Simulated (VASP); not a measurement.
# Cr (Cmcm) in VASP: further runs

The runs below take Cr through single point, with PBE.

Everything below comes from runs of VASP 6.6.1. Logs are shortened: lines on timing, memory, paths and dates and some standing lists are left out, and cuts for length are marked.

## (1) The cell of the first run

It takes space group Cmcm (No. 63, orthorhombic). The conventional cell has a = 2.324 Å, b = 4.999 Å, c = 4.118 Å, α = 90.00°, β = 90.00°, γ = 90.00°. Within 3.1 Å of Cr (site symmetry m2m) lie 12 Cr at 2.32 to 2.76 Å.

## (2) Single point, PBE, collinear spin, ferromagnetic start

The input, INCAR:

```
SYSTEM = Cr
PREC = Accurate
ENCUT = 520
EDIFF = 1E-6
ISMEAR = -1
SIGMA = 0.05
LREAL = .FALSE.
LASPH = .TRUE.
NELM = 150
ALGO = Normal
ISIF = 2
LWAVE = .FALSE.
LCHARG = .FALSE.
ISPIN = 2
MAGMOM = 3 3
LORBIT = 11
LMAXMIX = 4
GGA = PE
NBANDS = 23
```

The input, KPOINTS:

```
regular mesh
0
G
  13 13 7
  0 0 0
```

The input, POSCAR:

```
Cr
1.0
    1.1621450058     -2.4994896998      0.0000000000
    1.1621450058      2.4994896998      0.0000000000
    0.0000000000      0.0000000000      4.1177946463
Cr
2
Direct
    0.8705325800      0.1294674200      0.7500000000
    0.1294674200      0.8705325800      0.2500000000
```

Potentials or basis: VASP PAW PBE potentials, release 64 (Cr_pv).

Command:

```bash
cat potpaw_PBE.64/Cr_pv/POTCAR > POTCAR
mpirun -np 1 vasp_std > vasp.out
```

OUTCAR:

```text
SYSTEM = Cr
   PREC = Accurate
   ENCUT = 520
   EDIFF = 1E-6
   ISMEAR = -1
   LREAL = .FALSE.
   LASPH = .TRUE.
   NELM = 150
   ISIF = 2
   ISPIN = 2
   LORBIT = 11
   GGA = PE

 ion  position               nearest neighbor table
   1  0.871  0.129  0.750-   2 2.43   2 2.43   2 2.65   2 2.65   2 2.65   2 2.65
   2  0.129  0.871  0.250-   1 2.43   1 2.43   1 2.65   1 2.65   1 2.65   1 2.65

  LATTYP: Found a base centered orthorhombic cell.
 ALAT       =     2.3242900116
 B/A-ratio  =     2.1507554456
 C/A-ratio  =     1.7716354783

  Lattice vectors:

 A1 = (   1.1621450058,  -2.4994896998,   0.0000000000)
 A2 = (   1.1621450058,   2.4994896998,   0.0000000000)
 A3 = (   0.0000000000,   0.0000000000,   4.1177946463)

Analysis of symmetry for initial positions (statically):
=====================================================================
 Subroutine PRICEL returns:
 Original cell was already a primitive cell.

 Routine SETGRP: Setting up the symmetry group for a
 base centered orthorhombic supercell.

 Subroutine GETGRP returns: Found  8 space group operations
 (whereof  4 operations were pure point group operations)
 out of a pool of  8 trial point group operations.

The static configuration has the point symmetry C_2h.
 The point group associated with its full space group is D_2h.

Analysis of symmetry for dynamics (positions and initial velocities):
=====================================================================
 Subroutine PRICEL returns:
 Original cell was already a primitive cell.

 Routine SETGRP: Setting up the symmetry group for a
 base centered orthorhombic supercell.

 Subroutine GETGRP returns: Found  8 space group operations
 (whereof  4 operations were pure point group operations)
 out of a pool of  8 trial point group operations.

The dynamic configuration has the point symmetry C_2h.
 The point group associated with its full space group is D_2h.

Analysis of structural, dynamic, and magnetic symmetry:
=====================================================================
 Subroutine PRICEL returns:
 Original cell was already a primitive cell.

 Routine SETGRP: Setting up the symmetry group for a
 base centered orthorhombic supercell.

 Subroutine GETGRP returns: Found  8 space group operations
 (whereof  4 operations were pure point group operations)
 out of a pool of  8 trial point group operations.

The overall configuration has the point symmetry C_2h.
 The point group associated with its full space group is D_2h.

 Subroutine INISYM returns: Found  8 space group operations
 (whereof  4 operations are pure point group operations),
 and found     1 'primitive' translations

[... 119 lines left out ...]
   GGA     = PE    functional components
   LHFCALC =     F    Hartree Fock is set to
   AEXX    =    0.0000 exact exchange contribution
   IVDW    =     0    specifies the selected vdW correction
   LEPSILON=     F    determine dielectric tensor
   LRPA    =     F    only Hartree local field effects (RPA)
 spin polarized calculation
  energy-cutoff  :      520.00
  volume of cell :       23.92
 maximum number of plane-waves:       662
 NGX is ok and might be reduce to    24
   NGX = 11   NGY = 11   NGZ = 15

 number of electron      23.9999994 magnetization       0.0632457

 number of electron      23.9999994 magnetization      -0.0000000

 Free energy of the ion-electron system (eV)
  ---------------------------------------------------
  ext. energy  EPLUGINS =         0.00000000
  ---------------------------------------------------
  free energy    TOTEN  =       -18.38941512 eV

  energy without entropy =      -18.36493753  energy(sigma->0) =      -18.37717633

 E-fermi :  10.4526     XC(G=0): -13.4425

 val. band max:       10.4488669218   @ k =   0.3077   0.0000   0.4286
 cond. band min:      10.4555046961   @ k =   0.3846   0.0769   0.0000
 fundamental gap:      0.0066377743
 Fermi energy:        10.4526094150

 spin component 1

 k-point     1 :       0.0000    0.0000    0.0000
  band No.  band energies     occupation
      1     -32.9671      1.00000
      2     -32.4909      1.00000
      3     -32.2700      1.00000
      4     -32.1203      1.00000
      5     -32.0399      1.00000
      6     -32.0299      1.00000
[... 613 lines left out ...]
     22      21.8682      0.00000
     23      22.7031      0.00000

 [... further k-points ...]

 spin component 2

 k-point     1 :       0.0000    0.0000    0.0000
  band No.  band energies     occupation
      1     -32.9671      1.00000
      2     -32.4908      1.00000
      3     -32.2700      1.00000
      4     -32.1203      1.00000
      5     -32.0399      1.00000
      6     -32.0299      1.00000
[... 613 lines left out ...]
     22      21.8682      0.00000
     23      22.7031      0.00000

 [... further k-points ...]

------------------------ aborting loop because EDIFF is reached ----------------------------------------

  FORCE on cell =-STRESS in cart. coord.  units (eV):
  Direction    XX          YY          ZZ          XY          YZ          ZX
  --------------------------------------------------------------------------------------
  -------------------------------------------------------------------------------------
  Total       -0.4334463     -0.7567884      0.0593425      0.0000000      0.0000000      0.0000000
  in kB      -29.0294991    -50.6849123      3.9743866      0.0000000      0.0000000      0.0000000
  external PRESSURE =     -25.2466749 kB  Pullay stress =       0.0000000 kB

 VOLUME and BASIS-vectors are now :
 -----------------------------------------------------------------------------
  energy-cutoff  :      520.00
  volume of cell :       23.92
      direct lattice vectors                 reciprocal lattice vectors
     1.162145006 -2.499489700  0.000000000     0.430238910 -0.200040832  0.000000000
     1.162145006  2.499489700  0.000000000     0.430238910  0.200040832  0.000000000
     0.000000000  0.000000000  4.117794646     0.000000000  0.000000000  0.242848439

 POSITION                                       TOTAL-FORCE (eV/Angst)
 -----------------------------------------------------------------------------------
      1.16215     -1.85228      3.08835         0.000000      0.152271     -0.000000
      1.16215      1.85228      1.02945         0.000000     -0.152271      0.000000
 -----------------------------------------------------------------------------------
    total drift:                                0.000000     -0.000000      0.000000

  FREE ENERGIE OF THE ION-ELECTRON SYSTEM (eV)
  ---------------------------------------------------
  free  energy   TOTEN  =       -18.3894151201 eV

  energy  without entropy=      -18.3649375328  energy(sigma->0) =      -18.37717633

 total charge

# of ion       s       p       d       tot
------------------------------------------
    1        0.431   6.369   4.229  11.028
    2        0.431   6.369   4.229  11.028
--------------------------------------------------
tot          0.861  12.737   8.458  22.057

 magnetization (x)

# of ion       s       p       d       tot
------------------------------------------
    1        0.000   0.000   0.000   0.000
    2        0.000   0.000   0.000   0.000
--------------------------------------------------
tot          0.000   0.000   0.000   0.000
```

stdout:

```text
POSCAR found type information on POSCAR Cr
 POSCAR found :  1 types and       2 ions
 scaLAPACK will be used
 LDA part: xc-table for (Slater+PW92), standard interpolation
 POSCAR, INCAR and KPOINTS ok, starting setup
 FFT: planning ... GRIDC
 FFT: planning ... GRID_SOFT
 FFT: planning ... GRID
 WAVECAR not read
 entering main loop
```

It took 72 s on 1 thread of Intel Xeon 6975P-C (Granite Rapids), shared host; peak memory 0.27 GiB.

What came out:

* Free energy: -18.3894 eV
* Pressure: -2.5 GPa
* Largest force: 0.152 eV/Å
* Band gap on the k mesh: zero (filled and empty bands overlap)
* Net moment: 0.00 μB per cell
* Valence electrons inside the program's atomic spheres: Cr 11.03

Forces on the atoms (eV/Å):
```
Cr   0.000  0.152  0.000
Cr   0.000 -0.152  0.000
```

Stress tensor (GPa, compression positive):
```
-2.90  0.00  0.00
 0.00 -5.07  0.00
 0.00  0.00  0.40
```

Caveat: the stress differs along the axes, from -5 to 0 GPa; an empty level that is flat over the whole mesh can mark a ghost state of the potentials, or a narrow d or f band; the moments typed at the start vanished in this run.

## (3) Single point, PBE, collinear spin, ferromagnetic start

This run uses another cell than the first one, of 12.19 Å³/atom.

The input, INCAR:

```
SYSTEM = Cr
ALGO = Normal
EDIFF = 1E-6
ENCUT = 520
GGA = PE
ISIF = 2
ISMEAR = -1
ISPIN = 2
LASPH = .TRUE.
LCHARG = .FALSE.
LMAXMIX = 4
LORBIT = 11
LREAL = .FALSE.
LWAVE = .FALSE.
MAGMOM = 3 3
NBANDS = 23
NELM = 150
PREC = Accurate
SIGMA = 0.05
```

The input, KPOINTS:

```
k-points
0
G
  13 13 7
  0 0 0
```

The input, POSCAR:

```
Cr
1.0
    1.1695474029     -2.5154104456      0.0000000000
    1.1695474029      2.5154104456      0.0000000000
    0.0000000000      0.0000000000      4.1440233448
Cr
2
Direct
    0.8705325800      0.1294674200      0.7500000000
    0.1294674200      0.8705325800      0.2500000000
```

Potentials or basis: VASP PAW PBE potentials, release 64 (Cr_pv).

Command:

```bash
cat potpaw_PBE.64/Cr_pv/POTCAR > POTCAR
mpirun -np 1 vasp_std > vasp.out
```

Wall time 72 s (1 thread of Intel Xeon 6975P-C (Granite Rapids), shared host); peak memory 0.28 GiB.

It converged, with:

```yaml
Free_energy: -18.3763 eV
Pressure: -6.7 GPa
Largest_force: 0.140 eV/Å
Band_gap_on_the_k_mesh: zero (filled and empty bands overlap)
Net_moment: 0.00 μB per cell
Valence_electrons_inside_the_program's_atomic_spheres: Cr 10.99
```

Forces in eV/Å, atoms in the order of the input:
```
Cr   0.000  0.140  0.000
Cr   0.000 -0.140  0.000
```

Stress tensor (GPa, compression positive):
```
-7.26  0.00  0.00
 0.00 -8.93  0.00
 0.00  0.00 -3.88
```

Levels at points of the mesh, in eV from the Fermi level:
Spin up:
| k point | band 9 | band 10 | band 11 | band 12 | band 13 | band 14 | band 15 | band 16 |
| --- | --- | --- | --- | --- | --- | --- | --- | --- |
| (0.00, 0.00, 0.00) | -2.01 | -1.79 | -0.79 | 0.18 | 0.89 | 0.96 | 0.99 | 1.59 |
Spin down:
```tsv
k point	band 10	band 11	band 12	band 13	band 14	band 15
(0.00, 0.00, 0.00)	-1.79	-0.79	0.18	0.89	0.96	0.99
```

Caveat: the stress differs along the axes, from -9 to -4 GPa; an empty level that is flat over the whole mesh can mark a ghost state of the potentials, or a narrow d or f band; the moments typed at the start vanished in this run.

## (4) Single point, PBE, collinear spin, ferromagnetic start (10.81 Å³/atom)

This run uses another cell than the first one, of 10.81 Å³/atom.

The input, INCAR:

```
SYSTEM = Cr
PREC     = Accurate       ! precision mode
ENCUT    = 520            ! plane-wave cutoff, eV
EDIFF    = 1E-6           ! SCF threshold, eV
ISMEAR   = -1             ! smearing method
SIGMA    = 0.05           ! smearing width, eV
LREAL    = .False.        ! projectors in reciprocal space
LASPH    = .True.         ! aspherical terms in the spheres
NELM     = 150            ! most SCF steps
ALGO     = Fast           ! electronic algorithm
ISIF     = 2              ! what is computed and relaxed
LWAVE    = .False.        ! write WAVECAR
LCHARG   = .False.        ! write CHGCAR
ISPIN    = 2              ! spin polarisation
MAGMOM   = 3 3            ! initial moments
LORBIT   = 11             ! projections on sites
LMAXMIX  = 4              ! l up to which the mixer works
GGA      = PE             ! functional
NBANDS   = 23             ! bands
```

The input, KPOINTS:

```
regular mesh
0
Gamma
  13 13 7
  0 0 0
```

The input, POSCAR:

```
Cr
1.0
    1.1236347407     -2.4166635374      0.0000000000
    1.1236347407      2.4166635374      0.0000000000
    0.0000000000      0.0000000000      3.9813423424
Cr
2
Direct
    0.8705325800      0.1294674200      0.7500000000
    0.1294674200      0.8705325800      0.2500000000
```

Command:

```bash
cat potpaw_PBE.64/Cr_pv/POTCAR > POTCAR
mpirun -np 1 vasp_std > vasp.out
```

It took 1.7 min on 1 thread of AMD EPYC 9R45 (Zen 5), shared host; peak memory 0.21 GiB.

Results (log left out):

- Free energy: -18.2364 eV
- Pressure: 26.0 GPa
- Largest force: 0.221 eV/Å
- Band gap on the k mesh: zero (filled and empty bands overlap)
- Net moment: 0.00 μB per cell
- Valence electrons inside the program's atomic spheres: Cr 11.26

Forces on the atoms (eV/Å):
```
Cr   0.000  0.221  0.000
Cr   0.000 -0.221  0.000
```

Stress tensor (GPa, compression positive):
```
26.83  0.00  0.00
 0.00 21.59  0.00
 0.00  0.00 29.43
```

Levels at points of the mesh, in eV from the Fermi level:
Spin up:
| k point | band 8 | band 9 | band 10 | band 11 | band 12 | band 13 | band 14 | band 15 | band 16 | band 17 |
| --- | --- | --- | --- | --- | --- | --- | --- | --- | --- | --- |
| (0.00, 0.00, 0.00) | -4.65 | -2.33 | -2.10 | -0.96 | 0.17 | 1.09 | 1.13 | 1.18 | 1.84 | 2.01 |
Spin down:
```tsv
k point	band 9	band 10	band 11	band 12	band 13	band 14	band 15	band 16
(0.00, 0.00, 0.00)	-2.34	-2.10	-0.96	0.17	1.09	1.13	1.18	1.84
```

Caveat: the stress differs along the axes, from 22 to 29 GPa; an empty level that is flat over the whole mesh can mark a ghost state of the potentials, or a narrow d or f band; the moments typed at the start vanished in this run.
